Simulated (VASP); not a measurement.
# GaAs (F-43m) in VASP: settings compared

Aim: see how the results for GaAs move with the level of theory and the settings. Levels: PBE, LDA. Tasks: single point.

All numbers are computed with VASP 6.6.1; they aren't measurements. Logs are shortened: lines on timing, memory, paths and dates and some standing lists are left out, and cuts for length are marked.

## (1) The cell of the first run

Symmetry: F-43m, No. 216, cubic system. The conventional cell has a = 5.666 Å, b = 5.666 Å, c = 5.666 Å, α = 90.00°, β = 90.00°, γ = 90.00°. Ga (site symmetry -43m) has 4 As at 2.45 Å within 3.2 Å. Within 3.2 Å of As (site symmetry -43m) lie 4 Ga at 2.45 Å.

## (2) Single point, PBE

Input file INCAR:

```
SYSTEM = GaAs
PREC = Accurate ; ENCUT = 520
EDIFF = 1E-6 ; ISMEAR = 0
SIGMA = 0.01 ; LREAL = .FALSE.
LASPH = .TRUE. ; NELM = 60
ALGO = Normal ; ISIF = 2
LWAVE = .FALSE. ; LCHARG = .TRUE.
GGA = PE ; LELF = .TRUE.
LVHAR = .TRUE. ; NBANDS = 16
```

Input file KPOINTS:

```
Automatic mesh
0
G
  4 4 4
  0 0 0
```

Input file POSCAR:

```
GaAs
1.0
    0.0000000000      2.8330850794      2.8330850794
    2.8330850794      0.0000000000      2.8330850794
    2.8330850794      2.8330850794      0.0000000000
Ga As
1 1
Direct
    0.0000000000      0.0000000000      0.0000000000
    0.2500000000      0.2500000000      0.2500000000
```

Potentials or basis: VASP PAW PBE potentials, release 64 (Ga_d, As).

Command:

```console
> cat potpaw_PBE.64/Ga_d/POTCAR potpaw_PBE.64/As/POTCAR > POTCAR
> mpirun -np 1 vasp_std > vasp.out
```

OUTCAR:

```text
SYSTEM = GaAs
   PREC = Accurate
   ENCUT = 520
   EDIFF = 1E-6
   ISMEAR = 0
   LREAL = .FALSE.
   LASPH = .TRUE.
   NELM = 60
   ISIF = 2
   GGA = PE

 ion  position               nearest neighbor table
   1  0.000  0.000  0.000-   2 2.45   2 2.45   2 2.45   2 2.45
   2  0.250  0.250  0.250-   1 2.45   1 2.45   1 2.45   1 2.45

  LATTYP: Found a face centered cubic cell.
 ALAT       =     5.6661701588

  Lattice vectors:

 A1 = (   0.0000000000,   2.8330850794,   2.8330850794)
 A2 = (   2.8330850794,   0.0000000000,   2.8330850794)
 A3 = (   2.8330850794,   2.8330850794,   0.0000000000)

Analysis of symmetry for initial positions (statically):
=====================================================================
 Subroutine PRICEL returns:
 Original cell was already a primitive cell.

 Routine SETGRP: Setting up the symmetry group for a
 face centered cubic supercell.

 Subroutine GETGRP returns: Found 24 space group operations
 (whereof 24 operations were pure point group operations)
 out of a pool of 48 trial point group operations.

The static configuration has the point symmetry T_d .

Analysis of symmetry for dynamics (positions and initial velocities):
=====================================================================
 Subroutine PRICEL returns:
 Original cell was already a primitive cell.

 Routine SETGRP: Setting up the symmetry group for a
 face centered cubic supercell.

 Subroutine GETGRP returns: Found 24 space group operations
 (whereof 24 operations were pure point group operations)
 out of a pool of 48 trial point group operations.

The dynamic configuration has the point symmetry T_d .

 Subroutine INISYM returns: Found 24 space group operations
 (whereof 24 operations are pure point group operations),
 and found     1 'primitive' translations

----------------------------------------------------------------------------------------

                                     Primitive cell

  volume of cell :      45.4788

  direct lattice vectors                    reciprocal lattice vectors
     0.000000000  2.833085079  2.833085079    -0.176486052  0.176486052  0.176486052
     2.833085079  0.000000000  2.833085079     0.176486052 -0.176486052  0.176486052
     2.833085079  2.833085079  0.000000000     0.176486052  0.176486052 -0.176486052

  length of vectors
     4.006587343  4.006587343  4.006587343     0.305682808  0.305682808  0.305682808

  position of ions in fractional coordinates (direct lattice)
     0.000000000  0.000000000  0.000000000
     0.250000000  0.250000000  0.250000000

  ion indices of the primitive-cell ions
   primitive index   ion index
                 1           1
                 2           2

----------------------------------------------------------------------------------------

 KPOINTS: Automatic mesh

Automatic generation of k-mesh.
 Grid dimensions read from file:
 generate k-points for:    4    4    4

 Generating k-lattice:

  Cartesian coordinates                     Fractional coordinates (reciprocal lattice)
    -0.044121513  0.044121513  0.044121513     0.250000000  0.000000000  0.000000000
     0.044121513 -0.044121513  0.044121513     0.000000000  0.250000000  0.000000000
     0.044121513  0.044121513 -0.044121513     0.000000000  0.000000000  0.250000000

  Length of vectors
     0.076420702  0.076420702  0.076420702

  Shift w.r.t. Gamma in fractional coordinates (k-lattice)
     0.000000000  0.000000000  0.000000000

 Subroutine IBZKPT returns following result:
 ===========================================

 Found      8 irreducible k-points:

 Following reciprocal coordinates:
            Coordinates               Weight
  0.000000  0.000000  0.000000      1.000000
  0.250000  0.000000  0.000000      8.000000
  0.500000  0.000000  0.000000      4.000000
  0.250000  0.250000  0.000000      6.000000
  0.500000  0.250000  0.000000     24.000000
 -0.250000  0.250000  0.000000     12.000000
  0.500000  0.500000  0.000000      3.000000
 -0.250000  0.500000  0.250000      6.000000
   k-points           NKPTS =      8   k-points in BZ     NKDIM =      8   number of bands    NBANDS=     16
   number of dos      NEDOS =    301   number of ions     NIONS =      2
   total plane-waves  NPLWV =  27000
   dimension x,y,z NGX =    30 NGY =   30 NGZ =   30
   dimension x,y,z NGXF=    60 NGYF=   60 NGZF=   60
   ions per type =               1   1
   NGX,Y,Z   is equivalent  to a cutoff of  12.45, 12.45, 12.45 a.u.
   NGXF,Y,Z  is equivalent  to a cutoff of  24.90, 24.90, 24.90 a.u.
 SYSTEM =  GaAs
   PREC   = accura    normal or accurate (medium, high low for compatibility)
   ISTART =      0    job   : 0-new  1-cont  2-samecut
   ICHARG =      2    charge: 1-file 2-atom 10-const
   ISPIN  =      1    spin polarized calculation?
   LNONCOLLINEAR =      F non collinear calculations
   LSORBIT =      F    spin-orbit coupling
   LASPH  =      T    aspherical Exc in radial PAW
   ENCUT  =  520.0 eV  38.22 Ry    6.18 a.u.   7.45  7.45  7.45*2*pi/ulx,y,z
   NELM   =     60;   NELMIN=  2; NELMDL= -5     # of ELM steps
   EDIFF  = 0.1E-05   stopping-criterion for ELM
   LREAL  =      F    real-space projection
   EDIFFG = 0.1E-04   stopping-criterion for IOM
   NSW    =      0    number of steps for IOM
   IBRION =     -1    ionic relax: 0-MD 1-quasi-New 2-CG
   NFREE  =      0    steps in history (QN), initial steepest desc. (CG)
   ISIF   =      2    stress and relaxation
   ISYM   =      2    0-nonsym 1-usesym 2-fastsym
   POTIM  = 0.5000    time-step for ionic-motion
   TEBEG  =    0.0;   TEEND  =   0.0 temperature during run
   PSTRESS=    0.0 pullay stress
   NELECT =      18.0000    total number of electrons
   NUPDOWN=      -1.0000    fix difference up-down
   EMIN   =  10.00;   EMAX   =-10.00  energy-range for DOS
   EFERMI =   0.00;   METHOD = LEGACY
   ISMEAR =     0;   SIGMA  =   0.01  broadening in eV -4-tet -1-fermi 0-gaus
   EFERMI_NEDOS =   21; number of points for ismear=-14 and -15
   IALGO  =     38    algorithm
   IMIX   =      4    mixing-type and parameters
     AMIX     =   0.40;   BMIX     =  1.00
     AMIX_MAG =   1.60;   BMIX_MAG =  1.00
  volume/ion in A,a.u.               =      22.74       153.45
  Fermi-wavevector in a.u.,A,eV,Ry     =   1.201977  2.271407 19.656990  1.444748
  Thomas-Fermi vector in A             =   2.337771
   LORBIT       =      0    0 simple, 1 ext, 2 COOP (PROOUT), +10 PAW based schemes
   GGA     = PE    functional components
   LHFCALC =     F    Hartree Fock is set to
   AEXX    =    0.0000 exact exchange contribution
   IVDW    =     0    specifies the selected vdW correction
   LEPSILON=     F    determine dielectric tensor
   LRPA    =     F    only Hartree local field effects (RPA)
 non-spin polarized calculation
 Gauss-broadening in eV      SIGMA  =   0.01
  energy-cutoff  :      520.00
  volume of cell :       45.48
 maximum number of plane-waves:      1243
 NGX is ok and might be reduce to    30
   NGX = 15   NGY = 15   NGZ = 15

 number of electron      17.9999990 magnetization

 Free energy of the ion-electron system (eV)
  ---------------------------------------------------
  ext. energy  EPLUGINS =         0.00000000
  ---------------------------------------------------
  free energy    TOTEN  =        -8.07966097 eV

  energy without entropy =       -8.07966097  energy(sigma->0) =       -8.07966097

 E-fermi :   3.9732     XC(G=0):  -9.5309

 val. band max:        3.9192580153   @ k =   0.0000   0.0000   0.0000
 cond. band min:       4.3782182664   @ k =   0.0000   0.0000   0.0000
 fundamental gap:      0.4589602511
 Fermi energy:         3.9731503575

 k-point     1 :       0.0000    0.0000    0.0000
  band No.  band energies     occupation
      1     -10.9330      2.00000
      2     -10.9330      2.00000
      3     -10.9330      2.00000
      4     -10.8568      2.00000
      5     -10.8568      2.00000
      6      -8.7616      2.00000
      7       3.9193      2.00000
      8       3.9193      2.00000
      9       3.9193      2.00000
     10       4.3782      0.00000
     11       7.6118      0.00000
     12       7.6118      0.00000
     13       7.6118      0.00000
     14      11.4780      0.00000
     15      13.9958      0.00000
     16      13.9958      0.00000

 k-point     2 :       0.2500    0.0000    0.0000
  band No.  band energies     occupation
      1     -10.9732      2.00000
      2     -10.9221      2.00000
      3     -10.9221      2.00000
      4     -10.8565      2.00000
      5     -10.8565      2.00000
      6      -8.0753      2.00000
      7      -0.2198      2.00000
      8       3.2421      2.00000
      9       3.2421      2.00000
     10       5.3283      0.00000
     11       8.4763      0.00000
     12       8.4763      0.00000
     13       9.8366      0.00000
     14      12.8540      0.00000
     15      12.9089      0.00000
     16      12.9089      0.00000

 k-point     3 :       0.5000    0.0000    0.0000
  band No.  band energies     occupation
      1     -11.0079      2.00000
      2     -10.9142      2.00000
      3     -10.9142      2.00000
      4     -10.8530      2.00000
      5     -10.8530      2.00000
      6      -7.0111      2.00000
      7      -2.7061      2.00000
      8       2.7802      2.00000
      9       2.7802      2.00000
     10       4.8810      0.00000
     11       8.5205      0.00000
     12       8.5205      0.00000
     13      11.6541      0.00000
     14      14.2802      0.00000
     15      15.7325      0.00000
     16      15.7325      0.00000

 k-point     4 :       0.2500    0.2500    0.0000
  band No.  band energies     occupation
      1     -10.9930      2.00000
      2     -10.9097      2.00000
      3     -10.9097      2.00000
      4     -10.8680      2.00000
      5     -10.8506      2.00000
      6      -7.8412      2.00000
      7      -0.1781      2.00000
      8       2.2337      2.00000
      9       2.2337      2.00000
     10       5.8766      0.00000
     11       7.1539      0.00000
     12      10.4771      0.00000
     13      10.4771      0.00000
     14      11.3286      0.00000
     15      14.9948      0.00000
     16      15.2773      0.00000

 k-point     5 :       0.5000    0.2500    0.0000
  band No.  band energies     occupation
      1     -11.0194      2.00000
      2     -10.9038      2.00000
      3     -10.8987      2.00000
      4     -10.8673      2.00000
      5     -10.8499      2.00000
      6      -6.7226      2.00000
      7      -2.3495      2.00000
      8       0.6961      2.00000
      9       1.8865      2.00000
     10       6.0975      0.00000
     11       8.5845      0.00000
     12      10.1166      0.00000
     13      10.8258      0.00000
     14      14.2595      0.00000
     15      15.8820      0.00000
     16      16.4467      0.00000

 k-point     6 :      -0.2500    0.2500    0.0000
  band No.  band energies     occupation
      1     -11.0050      2.00000
      2     -10.9105      2.00000
      3     -10.9085      2.00000
      4     -10.8586      2.00000
      5     -10.8565      2.00000
      6      -7.1343      2.00000
      7      -1.7233      2.00000
      8       0.5692      2.00000
      9       2.7019      2.00000
     10       6.6109      0.00000
     11       9.5050      0.00000
     12       9.5311      0.00000
     13       9.7285      0.00000
     14      12.2770      0.00000
     15      14.2165      0.00000
     16      16.5517      0.00000

 k-point     7 :       0.5000    0.5000    0.0000
  band No.  band energies     occupation
      1     -11.0389      2.00000
      2     -10.8853      2.00000
      3     -10.8853      2.00000
      4     -10.8815      2.00000
      5     -10.8443      2.00000
      6      -6.2728      2.00000
      7      -2.8968      2.00000
      8       1.2510      2.00000
      9       1.2510      2.00000
     10       5.3691      0.00000
     11       5.5577      0.00000
     12      14.0132      0.00000
     13      14.0132      0.00000
     14      14.8510      0.00000
     15      17.1654      0.00000
     16      17.2235      0.00000

 k-point     8 :      -0.2500    0.5000    0.2500
  band No.  band energies     occupation
      1     -11.0261      2.00000
      2     -10.9030      2.00000
      3     -10.8899      2.00000
      4     -10.8672      2.00000
      5     -10.8528      2.00000
      6      -6.2160      2.00000
      7      -2.7142      2.00000
      8       0.4014      2.00000
      9       0.5901      2.00000
     10       8.4937      0.00000
     11       8.6237      0.00000
     12       9.2773      0.00000
     13       9.9317      0.00000
     14      14.9461      0.00000
     15      16.0550      0.00000
     16      17.1811      0.00000

------------------------ aborting loop because EDIFF is reached ----------------------------------------

  FORCE on cell =-STRESS in cart. coord.  units (eV):
  Direction    XX          YY          ZZ          XY          YZ          ZX
  --------------------------------------------------------------------------------------
  -------------------------------------------------------------------------------------
  Total        0.9075333      0.9075333      0.9075333     -0.0000000      0.0000000     -0.0000000
  in kB       31.9715940     31.9715940     31.9715940     -0.0000000      0.0000000     -0.0000000
  external PRESSURE =      31.9715940 kB  Pullay stress =       0.0000000 kB

 VOLUME and BASIS-vectors are now :
 -----------------------------------------------------------------------------
  energy-cutoff  :      520.00
  volume of cell :       45.48
      direct lattice vectors                 reciprocal lattice vectors
     0.000000000  2.833085079  2.833085079    -0.176486052  0.176486052  0.176486052
     2.833085079  0.000000000  2.833085079     0.176486052 -0.176486052  0.176486052
     2.833085079  2.833085079  0.000000000     0.176486052  0.176486052 -0.176486052

 POSITION                                       TOTAL-FORCE (eV/Angst)
 -----------------------------------------------------------------------------------
      0.00000      0.00000      0.00000        -0.000000     -0.000000     -0.000000
      1.41654      1.41654      1.41654         0.000000      0.000000      0.000000
 -----------------------------------------------------------------------------------
    total drift:                                0.000002      0.000002      0.000002

  FREE ENERGIE OF THE ION-ELECTRON SYSTEM (eV)
  ---------------------------------------------------
  free  energy   TOTEN  =        -8.0796609711 eV

  energy  without entropy=       -8.0796609711  energy(sigma->0) =       -8.07966097
```

It took 5.8 s on 1 thread of Intel Xeon Platinum 8488C (Sapphire Rapids), shared host; peak memory 0.16 GiB.

Results:

```yaml
Free_energy: -8.0797 eV
Pressure: 3.2 GPa
Band_gap_on_the_k_mesh: 0.46 eV, direct
```

Caveat: the k points lie up to 0.48 Å⁻¹ apart. As with any semilocal functional, this PBE gap is likely too small.

[end of part 1 of 2]
